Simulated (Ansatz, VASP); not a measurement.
One calculation of W, two programs

INCAR

```
SYSTEM = W
ALGO = Fast
EDIFF = 1E-6
ENCUT = 520
GGA = PE
ISIF = 2
ISMEAR = 0
LASPH = .TRUE.
LCHARG = .FALSE.
LREAL = .FALSE.
LWAVE = .FALSE.
NBANDS = 13
NELM = 60
PREC = Accurate
SIGMA = 0.15
```

File KPOINTS:

```
k-points
0
G
  24 24 24
  0 0 0
```

Contents of POSCAR:

```
W
1.0
   -1.7352216492      1.7352216492      1.3534728863
    1.7352216492     -1.7352216492      1.3534728863
    1.7352216492      1.7352216492     -1.3534728863
W
1
Direct
    0.0000000000      0.0000000000      0.0000000000
```

Input for Ansatz:

```yaml
crystal:
  lattice:
    - [-1.7352216492, 1.7352216492, 1.3534728863]
    - [1.7352216492, -1.7352216492, 1.3534728863]
    - [1.7352216492, 1.7352216492, -1.3534728863]
  atoms:
    - { symbol: W, position: [0.0, 0.0, 0.0] }
basis:
  ecutwfc: 420
kpoints:
  mp_grid: { grid: [24, 24, 24] }
hamiltonian:
  xc: pbe
scf:
  occupations: { method: gaussian, width: 0.15 }
output:
  forces: true
  stress: true
  eigenvalues: true
```

Alike in both runs: task single point; functional PBE; k mesh 24 × 24 × 24; occupations gaussian, width 0.15 eV; no spin polarisation.

|  | VASP | Ansatz |
| --- | --- | --- |
| version | VASP 6.6.1 | Ansatz 0.2.0 |
| potentials or method | VASP PAW PBE potentials, release 64 (W_sv), cutoff 520 eV | scalar-relativistic, plane waves, PAW |
| valence electrons in the cell | 14 | 14 |

```csv
,VASP,Ansatz,Ansatz less VASP
gap on the k mesh at the Fermi level (eV),none,none,-
pressure (GPa),6.5,5.9,-0.61
"traceless stress, the component that is largest in VASP (GPa)",19.97,19.87,-0.106
```

A gap of «none» marks a metal or a gap that the smearing closes.

Neither program's run includes spin-orbit coupling.
